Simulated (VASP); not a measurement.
# Si2Mo in VASP: notebook

Runs on Si2Mo. Level: PBEsol. Tasks: single point.

All numbers are computed with VASP 6.6.1; they aren't measurements. Logs are shortened: lines on timing, memory, paths and dates and some standing lists are left out, and cuts for length are marked.

## Step 1: The cell of the first run

The structure is tetragonal, space group I4/mmm (No. 139). Conventional cell: a = 3.190 Å, b = 3.190 Å, c = 7.821 Å, α = 90.00°, β = 90.00°, γ = 90.00°. Within 3.4 Å of Si (site symmetry 4mm) lie 9 Si at 2.58 to 3.19 Å and 5 Mo at 2.60 to 2.62 Å. Within 3.4 Å of Mo (site symmetry 4/mmm) lie 10 Si at 2.60 to 2.62 Å and 4 Mo at 3.19 Å.

## Step 2: Single point, PBEsol

File INCAR:

```
PREC = Accurate
ENCUT = 520
EDIFF = 1E-6
ISMEAR = 0
SIGMA = 0.15
LREAL = False
LASPH = True
NELM = 80
ALGO = Normal
ISIF = 2
LWAVE = False
LCHARG = True
GGA = PS
LELF = True
LVHAR = True
NBANDS = 18
```

File KPOINTS:

```
regular mesh
0
Gamma
  14 14 14
```

File POSCAR:

```
Si2Mo
1.0
   -1.5950350845      1.5950350845      3.9106920072
    1.5950350845     -1.5950350845      3.9106920072
    1.5950350845      1.5950350845     -3.9106920072
Si Mo
2 1
Direct
    0.3350596649      0.3350596649      0.0000000000
    0.6649403351      0.6649403351      0.0000000000
    0.0000000000      0.0000000000      0.0000000000
```

Potentials or basis: VASP PAW PBE potentials, release 64 (Si, Mo_sv).

Run with:

```
$ cat potpaw_PBE.64/Si/POTCAR potpaw_PBE.64/Mo_sv/POTCAR > POTCAR
$ mpirun -np 1 vasp_std > vasp.out
```

OUTCAR:

```text
PREC = Accurate
   ENCUT = 520
   EDIFF = 1E-6
   ISMEAR = 0
   LREAL = False
   LASPH = True
   NELM = 80
   ISIF = 2
   GGA = PS

 ion  position               nearest neighbor table
   1  0.335  0.335  0.000-   2 2.58   3 2.60   3 2.60   3 2.60   3 2.60   2 2.62   2 2.62   2 2.62
                             2 2.62   3 2.62
   2  0.665  0.665  0.000-   1 2.58   3 2.60   3 2.60   3 2.60   3 2.60   1 2.62   1 2.62   1 2.62
                             1 2.62   3 2.62
   3  0.000  0.000  0.000-   2 2.60   2 2.60   2 2.60   1 2.60   1 2.60   1 2.60   2 2.60   1 2.60
                             1 2.62   2 2.62

  LATTYP: Found a body centered tetragonal cell.
 ALAT       =     3.1900701690
 C/A-ratio  =     2.4517905877

  Lattice vectors:

 A1 = (  -1.5950350845,   1.5950350845,   3.9106920072)
 A2 = (   1.5950350845,  -1.5950350845,   3.9106920072)
 A3 = (   1.5950350845,   1.5950350845,  -3.9106920072)

Analysis of symmetry for initial positions (statically):
=====================================================================
 Subroutine PRICEL returns:
 Original cell was already a primitive cell.

 Routine SETGRP: Setting up the symmetry group for a
 body centered tetragonal supercell.

 Subroutine GETGRP returns: Found 16 space group operations
 (whereof 16 operations were pure point group operations)
 out of a pool of 16 trial point group operations.

The static configuration has the point symmetry D_4h.

Analysis of symmetry for dynamics (positions and initial velocities):
=====================================================================
 Subroutine PRICEL returns:
 Original cell was already a primitive cell.

 Routine SETGRP: Setting up the symmetry group for a
 body centered tetragonal supercell.

 Subroutine GETGRP returns: Found 16 space group operations
 (whereof 16 operations were pure point group operations)
 out of a pool of 16 trial point group operations.

The dynamic configuration has the point symmetry D_4h.

 Subroutine INISYM returns: Found 16 space group operations
 (whereof 16 operations are pure point group operations),
 and found     1 'primitive' translations

----------------------------------------------------------------------------------------

                                     Primitive cell

  volume of cell :      39.7973

[... 83 lines left out ...]
   ICHARG =      2    charge: 1-file 2-atom 10-const
   ISPIN  =      1    spin polarized calculation?
   LNONCOLLINEAR =      F non collinear calculations
   LSORBIT =      F    spin-orbit coupling
   LASPH  =      T    aspherical Exc in radial PAW
   ENCUT  =  520.0 eV  38.22 Ry    6.18 a.u.   8.39  8.39  8.39*2*pi/ulx,y,z
   NELM   =     80;   NELMIN=  2; NELMDL= -5     # of ELM steps
   EDIFF  = 0.1E-05   stopping-criterion for ELM
   LREAL  =      F    real-space projection
   EDIFFG = 0.1E-04   stopping-criterion for IOM
   NSW    =      0    number of steps for IOM
   IBRION =     -1    ionic relax: 0-MD 1-quasi-New 2-CG
   NFREE  =      0    steps in history (QN), initial steepest desc. (CG)
   ISIF   =      2    stress and relaxation
   ISYM   =      2    0-nonsym 1-usesym 2-fastsym
   POTIM  = 0.5000    time-step for ionic-motion
   TEBEG  =    0.0;   TEEND  =   0.0 temperature during run
   PSTRESS=    0.0 pullay stress
   NELECT =      22.0000    total number of electrons
   NUPDOWN=      -1.0000    fix difference up-down
   EMIN   =  10.00;   EMAX   =-10.00  energy-range for DOS
   EFERMI =   0.00;   METHOD = LEGACY
   ISMEAR =     0;   SIGMA  =   0.15  broadening in eV -4-tet -1-fermi 0-gaus
   EFERMI_NEDOS =   21; number of points for ismear=-14 and -15
   IALGO  =     38    algorithm
   IMIX   =      4    mixing-type and parameters
     AMIX     =   0.40;   BMIX     =  1.00
     AMIX_MAG =   1.60;   BMIX_MAG =  1.00
  volume/ion in A,a.u.               =      13.27        89.52
  Fermi-wavevector in a.u.,A,eV,Ry     =   1.343583  2.539003 24.561429  1.805214
  Thomas-Fermi vector in A             =   2.471645
   LORBIT       =      0    0 simple, 1 ext, 2 COOP (PROOUT), +10 PAW based schemes
   GGA     = PS    functional components
   LHFCALC =     F    Hartree Fock is set to
   AEXX    =    0.0000 exact exchange contribution
   IVDW    =     0    specifies the selected vdW correction
   LEPSILON=     F    determine dielectric tensor
   LRPA    =     F    only Hartree local field effects (RPA)
 non-spin polarized calculation
 Gauss-broadening in eV      SIGMA  =   0.15
  energy-cutoff  :      520.00
  volume of cell :       39.80
 maximum number of plane-waves:      1104
 NGX is ok and might be reduce to    36
   NGX = 17   NGY = 17   NGZ = 17

 number of electron      22.0000000 magnetization

 Free energy of the ion-electron system (eV)
  ---------------------------------------------------
  ext. energy  EPLUGINS =         0.00000000
  ---------------------------------------------------
  free energy    TOTEN  =       -25.08040044 eV

  energy without entropy =      -25.07740066  energy(sigma->0) =      -25.07890055

 E-fermi :  12.3405     XC(G=0): -12.5626

 val. band max:       12.2725364897   @ k =  -0.3571  -0.4286   0.3571
 cond. band min:      12.3932792399   @ k =  -0.4286  -0.4286   0.3571
 fundamental gap:      0.1207427502
 Fermi energy:        12.3404793845

 k-point     1 :       0.0000    0.0000    0.0000
  band No.  band energies     occupation
      1     -48.2682      2.00000
      2     -22.4591      2.00000
      3     -22.3746      2.00000
      4     -22.3746      2.00000
      5      -1.1623      2.00000
      6       5.8681      2.00000
[... 481 lines left out ...]
      5       0.7660      2.00000
      6       4.9423      2.00000
[... 10 lines left out ...]
     17      19.6526      0.00000
     18      20.7986      0.00000

 [... further k-points ...]
[... 5 lines left out ...]
  --------------------------------------------------------------------------------------
  -------------------------------------------------------------------------------------
  Total        0.0993077      0.0993077      0.0902764      0.0000000      0.0000000      0.0000000
  in kB        3.9979676      3.9979676      3.6343841      0.0000000      0.0000000      0.0000000
  external PRESSURE =       3.8767731 kB  Pullay stress =       0.0000000 kB

 VOLUME and BASIS-vectors are now :
 -----------------------------------------------------------------------------
  energy-cutoff  :      520.00
  volume of cell :       39.80
      direct lattice vectors                 reciprocal lattice vectors
    -1.595035085  1.595035085  3.910692007     0.000000000  0.313472729  0.127854610
     1.595035085 -1.595035085  3.910692007     0.313472729  0.000000000  0.127854610
     1.595035085  1.595035085 -3.910692007     0.313472729  0.313472729  0.000000000

 POSITION                                       TOTAL-FORCE (eV/Angst)
 -----------------------------------------------------------------------------------
      0.00000      0.00000      2.62063        -0.000000     -0.000000     -0.002969
      0.00000      0.00000      5.20075         0.000000      0.000000      0.002969
      0.00000      0.00000      0.00000         0.000000      0.000000     -0.000000
 -----------------------------------------------------------------------------------
    total drift:                               -0.000000      0.000000      0.000000

  FREE ENERGIE OF THE ION-ELECTRON SYSTEM (eV)
  ---------------------------------------------------
  free  energy   TOTEN  =       -25.0804004422 eV

  energy  without entropy=      -25.0774006642  energy(sigma->0) =      -25.07890055
```

stdout:

```text
POSCAR found type information on POSCAR SiMo
 POSCAR found :  2 types and       3 ions
 scaLAPACK will be used
 -----------------------------------------------------------------------------
|                                                                             |
|                                                                             |
|     You enforced a specific xc type in the INCAR file but a different       |
|     I HOPE YOU KNOW WHAT YOU ARE DOING!                                     |
|                                                                             |
 -----------------------------------------------------------------------------

 LDA part: xc-table for (Slater+PW92), standard interpolation
 POSCAR, INCAR and KPOINTS ok, starting setup
 FFT: planning ... GRIDC
 FFT: planning ... GRID_SOFT
 FFT: planning ... GRID
 WAVECAR not read
 entering main loop
```

It took 6.1 min on 1 thread of Intel Xeon 8259CL, shared host; peak memory 0.33 GiB.

What came out:

- Free energy: -25.0804 eV
- Pressure: 0.4 GPa
- Band gap on the k mesh: zero (bands 11 and 12 overlap by 0.95 eV)

Forces on the atoms (eV/Å):
```
Si   0.000  0.000 -0.003
Si   0.000  0.000  0.003
Mo   0.000  0.000  0.000
```

Caveat: the PAW data sets were made with another functional, which shifts forces and pressure a little.

## Step 3: Single point, PBEsol (uniaxial strain along a: +4.5 %, then relaxed in part)

File INCAR:

```
PREC = Accurate ; ENCUT = 520
EDIFF = 1E-6 ; ISMEAR = 0
SIGMA = 0.1 ; LREAL = F
LASPH = T ; NELM = 100
ALGO = Normal ; ISIF = 2
LWAVE = F ; LCHARG = F
GGA = PS ; NBANDS = 31
```

File KPOINTS:

```
Automatic mesh
0
Gamma
  12 12 6
```

File POSCAR:

```
Si2Mo
1.0
    3.3336233293      0.0000000000      0.0000000000
    0.0000000000      3.1544513013      0.0000000000
    0.0000000000      0.0000000000      7.7770175711
Si Mo
4 2
Direct
    0.0000000000      0.0000000000      0.3353515825
    0.5000000000      0.5000000000      0.1646484175
    0.5000000000      0.5000000000      0.8353515825
    0.0000000000      0.0000000000      0.6646484175
    0.0000000000      0.0000000000      0.0000000000
    0.5000000000      0.5000000000      0.5000000000
```

Potentials or basis: VASP PAW PBE potentials, release 64 (Si, Mo_sv).

Run with:

```
$ cat potpaw_PBE.64/Si/POTCAR potpaw_PBE.64/Mo_sv/POTCAR > POTCAR
$ mpirun -np 1 vasp_std > vasp.out
```

It took 5 min on 1 thread of Intel Xeon Platinum 8259CL at 2.50GHz (Skylake/Cascade Lake), shared host; peak memory 0.48 GiB.

The run converged. Its results:

* Free energy: -49.9923 eV
* Pressure: -4.7 GPa
* Largest force: 0.005 eV/Å
* Band gap on the k mesh: zero (bands 22 and 23 overlap by 0.70 eV)

Forces on the atoms (eV/Å):
```
Si   0.000  0.000 -0.005
Si   0.000  0.000  0.005
Si   0.000  0.000 -0.005
Si   0.000  0.000  0.005
Mo   0.000  0.000  0.000
Mo   0.000  0.000  0.000
```

Stress tensor (GPa, compression positive):
```
-14.75   0.00   0.00
  0.00   0.36   0.00
  0.00   0.00   0.38
```

Levels at points of the mesh, in eV from the Fermi level:
```
           k point  band 18  band 19  band 20  band 21  band 22  band 23  band 24  band 25  band 26  band 27
(0.00, 0.00, 0.00)    -2.11    -1.18    -0.83    -0.19     0.07     0.31     0.46     2.52     2.85     3.75
(0.50, 0.00, 0.00)    -2.18    -2.16    -2.16    -0.44    -0.44     1.51     1.51     3.02     3.02     3.79
(0.00, 0.50, 0.00)    -2.92    -2.06    -2.06    -0.98    -0.98     2.02     2.02     3.19     3.19     3.63
(0.50, 0.50, 0.00)    -4.37    -2.84    -2.84    -1.23    -1.23     1.98     1.98     2.85     2.85     3.34
(0.00, 0.00, 0.50)    -1.93    -1.58    -1.58     0.38     0.38     1.20     1.20     1.77     1.77     2.11
(0.50, 0.00, 0.50)    -2.51    -2.21    -2.21    -0.25    -0.25     1.65     1.65     3.49     3.49     4.02
(0.00, 0.50, 0.50)    -2.97    -2.41    -2.41    -0.74    -0.74     2.56     2.56     2.57     2.57     4.07
(0.50, 0.50, 0.50)    -2.60    -2.13    -2.13    -1.83    -1.83     0.40     0.40     2.06     2.06     4.09
```

Caveat: the cell differs from its parent crystal (uniaxial strain along a: +4.5 %, then relaxed in part); the cell stands under tension; the PAW data sets were made with another functional, which shifts forces and pressure a little.

## Step 4: Single point, PBEsol (uniaxial strain along a: -1.5 %)

File INCAR:

```
SYSTEM = Si2Mo
PREC = Accurate
ENCUT = 520
EDIFF = 1E-7
ISMEAR = 0
SIGMA = 0.1
LREAL = .False.
LASPH = .True.
NELM = 80
ALGO = Normal
ISIF = 2
LWAVE = .False.
LCHARG = .False.
GGA = PS
NBANDS = 31
```

File KPOINTS:

```
Automatic mesh
0
Gamma
  12 12 6
  0 0 0
```

File POSCAR:

```
Si2Mo
1.0
    3.1422191190      0.0000000000      0.0000000000
    0.0000000000      3.2020329347      0.0000000000
    0.0000000000      0.0000000000      7.8507142039
Si Mo
4 2
Direct
    0.0000000000      0.0000000000      0.3350596647
    0.5000000000      0.5000000000      0.1649403353
    0.5000000000      0.5000000000      0.8350596647
    0.0000000000      0.0000000000      0.6649403353
    0.0000000000      0.0000000000      0.0000000000
    0.5000000000      0.5000000000      0.5000000000
```

Run with:

```
$ cat potpaw_PBE.64/Si/POTCAR potpaw_PBE.64/Mo_sv/POTCAR > POTCAR
$ mpirun -np 1 vasp_std > vasp.out
```

It took 3.9 min on 1 thread of Intel Xeon Platinum 8488C (Sapphire Rapids), shared host; peak memory 0.45 GiB.

Results (log left out):

```
Free energy            : -50.1355 eV
Pressure               : 2.0 GPa
Band gap on the k mesh : zero (bands 22 and 23 overlap by 0.85 eV)
```

Forces on the atoms (eV/Å):
```
Si   0.000  0.000 -0.003
Si   0.000  0.000  0.003
Si   0.000  0.000 -0.003
Si   0.000  0.000  0.003
Mo   0.000  0.000  0.000
Mo   0.000  0.000  0.000
```

Stress tensor (GPa, compression positive):
```
 5.96  0.00  0.00
 0.00  0.43  0.00
 0.00  0.00 -0.50
```

Levels at points of the mesh, in eV from the Fermi level:
```
           k point  band 19  band 20  band 21  band 22  band 23  band 24  band 25  band 26
(0.00, 0.00, 0.00)    -0.77    -0.67    -0.53    -0.22     0.39     0.52     2.93     3.42
(0.50, 0.00, 0.00)    -2.56    -2.56    -0.83    -0.83     1.90     1.90     3.41     3.41
(0.00, 0.50, 0.00)    -2.44    -2.44    -0.63    -0.63     1.77     1.77     3.11     3.11
(0.50, 0.50, 0.00)    -3.25    -3.25    -1.25    -1.25     2.33     2.33     2.78     2.78
(0.00, 0.00, 0.50)    -1.94    -1.94     0.46     0.46     1.55     1.55     1.89     1.89
(0.50, 0.00, 0.50)    -2.70    -2.70    -0.64    -0.64     2.46     2.46     2.99     2.99
(0.00, 0.50, 0.50)    -2.49    -2.49    -0.46    -0.46     2.15     2.15     3.33     3.33
(0.50, 0.50, 0.50)    -2.24    -2.24    -2.13    -2.13     0.25     0.25     2.35     2.35
```

Caveat: the cell differs from its parent crystal (uniaxial strain along a: -1.5 %); the PAW data sets were made with another functional, which shifts forces and pressure a little.

## Step 5: Single point, PBEsol (uniaxial strain along a: +1.5 %)

File INCAR:

```
SYSTEM = Si2Mo
PREC     = Accurate       ! precision mode
ENCUT    = 520            ! plane-wave cutoff, eV
EDIFF    = 1E-7           ! SCF threshold, eV
ISMEAR   = 0              ! smearing method
SIGMA    = 0.1            ! smearing width, eV
LREAL    = .FALSE.        ! projectors in reciprocal space
LASPH    = .TRUE.         ! aspherical terms in the spheres
NELM     = 100            ! most SCF steps
ALGO     = Normal         ! electronic algorithm
ISIF     = 2              ! what is computed and relaxed
LWAVE    = .FALSE.        ! write WAVECAR
LCHARG   = .FALSE.        ! write CHGCAR
GGA      = PS             ! functional
NBANDS   = 31             ! bands
```

File KPOINTS:

```
Automatic mesh
0
G
  12 12 6
  0 0 0
```

POSCAR, as its differences from that of step 4:

```diff
@@ -2,5 +2,5 @@
 1.0
-    3.1422191190      0.0000000000      0.0000000000
-    0.0000000000      3.2020329347      0.0000000000
-    0.0000000000      0.0000000000      7.8507142039
+    3.2379212241      0.0000000000      0.0000000000
+    0.0000000000      3.1781074084      0.0000000000
+    0.0000000000      0.0000000000      7.7920538238
 Si Mo
```

Run with:

```
$ cat potpaw_PBE.64/Si/POTCAR potpaw_PBE.64/Mo_sv/POTCAR > POTCAR
$ mpirun -np 1 vasp_std > vasp.out
```

Wall time 3.6 min (1 thread of Intel Xeon Platinum 8488C (Sapphire Rapids), shared host); peak memory 0.46 GiB.

The run converged. Its results:

- Free energy: -50.1402 eV
- Pressure: -1.0 GPa
- Largest force: 0.011 eV/Å
- Band gap on the k mesh: zero (bands 22 and 23 overlap by 0.84 eV)

Forces in eV/Å, atoms in the order of the input:
```
Si   0.000  0.000  0.011
Si   0.000  0.000 -0.011
Si   0.000  0.000  0.011
Si   0.000  0.000 -0.011
Mo   0.000  0.000  0.000
Mo   0.000  0.000  0.000
```

Stress tensor (GPa, compression positive):
```
-4.85  0.00  0.00
 0.00  0.51  0.00
 0.00  0.00  1.21
```

Levels at points of the mesh, in eV from the Fermi level:
```tsv
k point	band 20	band 21	band 22	band 23	band 24	band 25
(0.00, 0.00, 0.00)	-0.67	-0.44	-0.29	0.35	0.50	2.95
(0.50, 0.00, 0.00)	-2.32	-0.62	-0.62	1.79	1.79	3.18
(0.00, 0.50, 0.00)	-2.28	-0.81	-0.81	1.94	1.94	3.42
(0.50, 0.50, 0.00)	-3.00	-1.21	-1.21	2.26	2.26	2.79
(0.00, 0.00, 0.50)	-1.92	0.42	0.42	1.54	1.54	1.86
(0.50, 0.00, 0.50)	-2.48	-0.43	-0.43	2.08	2.08	3.25
(0.00, 0.50, 0.50)	-2.55	-0.60	-0.60	2.40	2.40	2.92
(0.50, 0.50, 0.50)	-2.10	-2.00	-2.00	0.37	0.37	2.27
```

Caveat: the cell differs from its parent crystal (uniaxial strain along a: +1.5 %); the PAW data sets were made with another functional, which shifts forces and pressure a little.

(Continued in part 2 of 2.)
